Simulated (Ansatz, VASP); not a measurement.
One calculation of Y, two programs

```
Y
1.0
     5.72875    0.00000    0.00000
    -2.86437    4.96124    0.00000
     0.00000    0.00000    3.57545
Y
3
Direct
  0.00000 0.00000 0.00000
  0.33333 0.66667 0.50000
  0.66667 0.33333 0.50000
```

Alike in both runs: functional RPBE; k mesh 7 × 7 × 9; occupations fermi-dirac, width 0.1 eV; no spin polarisation.

Ansatz relaxed the structure, and its values are those at the end. VASP's run is a single point on that final structure, the one shown.

```csv
,VASP,Ansatz
version,VASP 6.6.1,Ansatz 0.2.0
potentials or method,"VASP PAW PBE potentials, release 64 (Y_sv), cutoff 520 eV","plane waves (420 eV) with PAW, scalar-relativistic"
valence electrons in the cell,33,33
```

|  | VASP | Ansatz | Ansatz less VASP |
| --- | --- | --- | --- |
| pressure (GPa) | -0.1 | 0.0 | +0.09 |

VASP's potentials were made for PBE, not for RPBE.
